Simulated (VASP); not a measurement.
TiC, 2 atoms in the cell. Symmetry: Fm-3m, No. 225, cubic system. The conventional cell has a = 4.331 Å, b = 4.331 Å, c = 4.331 Å, α = 90.00°, β = 90.00°, γ = 90.00°. Within 2.9 Å of Ti (site symmetry m-3m) lie 6 C at 2.17 Å. C (site symmetry m-3m) has 6 Ti at 2.17 Å within 2.9 Å. 

* Program: VASP 6.6.1
* Task: single point
* Functional: r2SCAN
* Potentials or basis: VASP PAW PBE potentials, release 64 (Ti_sv, C_h)
* Cutoff: 1430 eV
* k mesh: 6 × 6 × 6
* Occupations: fermi-dirac, width 0.05 eV
* Spin: no spin polarisation
* Dipole correction: no
* Further INCAR settings: ALGO = Normal; EDIFF = 1e-06; NBANDS = 15

Potentials or basis: VASP PAW PBE potentials, release 64 (Ti_sv, C_h).

The run is started by

```bash
$ cat potpaw_PBE.64/Ti_sv/POTCAR potpaw_PBE.64/C_h/POTCAR > POTCAR
$ cp INCAR.step1 INCAR
$ mpirun -np 1 vasp_std > vasp.out
$ cp INCAR.step2 INCAR
$ mpirun -np 1 vasp_std > vasp.out
```

Hardware: 1 thread of Intel(R) Xeon(R) Platinum 8175M CPU @ 2.50GHz (Skylake/Cascade Lake), on a shared host.

Task: How long does it take, and how much memory?

Result: Wall time 110 s on 1 thread of Intel(R) Xeon(R) Platinum 8175M CPU @ 2.50GHz (Skylake/Cascade Lake), with other jobs on the host, peak memory 0.28 GiB. Counts: k points 16.
